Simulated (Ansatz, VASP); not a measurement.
**Hf4H3 in VASP and in Ansatz**

```
Hf H
1.0
     4.59582    0.00000    0.00000
     0.00000    4.59582    0.00000
     0.00000    0.00000    4.69792
Hf H
4 3
Cartesian
  1.1756 1.1756 1.2240
  3.4203 3.4203 1.2240
  3.4203 1.1756 3.4740
  1.1756 3.4203 3.4740
  0.0000 0.0000 0.0000
  0.0000 0.0000 2.3490
  2.2979 2.2979 0.0000
```

Change from the starting cell: species swapped into the Ti4H3 type (P-42m, No. 111).

Alike in both runs: functional PBE; k mesh 4 × 4 × 4; occupations gaussian, width 0.2 eV; no spin polarisation.

Ansatz relaxed the structure, and its values are those at the end. VASP's run is a single point on that final structure, the one shown.

```csv
,VASP,Ansatz
version,VASP 6.6.1,Ansatz 0.2.0
potentials or method,"VASP PAW PBE potentials, release 64 (Hf_pv, H), cutoff 520 eV","scalar-relativistic, plane waves, PAW"
valence electrons in the cell,43,107
```

|  | VASP | Ansatz | Ansatz less VASP |
| --- | --- | --- | --- |
| gap on the k mesh at the Fermi level (eV) | none | none | - |
| pressure (GPa) | -0.8 | -0.2 | +0.62 |
| rms of the force components (eV/Å) | 0.012 | 0.013 | +0.0013 |

A gap of «none» marks a metal or a gap that the smearing closes. The functional is the same, so the differences come from potentials, cutoffs and numerics. VASP's potentials hold 43 valence electrons a cell and Ansatz's 107, so a difference there can come from the potentials and not from the codes.

Spin-orbit coupling is off throughout.
